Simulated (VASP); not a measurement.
C:

```
C
1.0
     0.00000    1.78581    1.78581
     1.78581    0.00000    1.78581
     1.78581    1.78581    0.00000
C
2
Direct
  0.00000 0.00000 0.00000
  0.25000 0.25000 0.25000
```

Base run:

* Program: VASP 6.6.1
* Functional: PBE
* Potentials or basis: VASP PAW PBE potentials, release 64 (C)
* Cutoff: 600 eV
* k mesh: 13 × 13 × 13
* Occupations: fermi-dirac, width 0.01 eV
* Spin: no spin polarisation

Its results: band gap on the k mesh 4.13 eV (least direct gap 5.58 eV); pressure 0.0 GPa.

**Question.** The run is repeated on the same cell with these changes: functional from PBE to r2SCAN; cutoff from 600 eV to 660 eV. What comes out?

**Answer.** Band gap on the k mesh 4.33 eV (least direct gap 5.82 eV); pressure -4.1 GPa.

Caveats: an odd mesh through Γ misses points on the zone boundary, where band edges can lie; the cell stands under tension (at least some runs); the PAW data sets were made with another functional, which shifts forces and pressure a little (at least some runs).
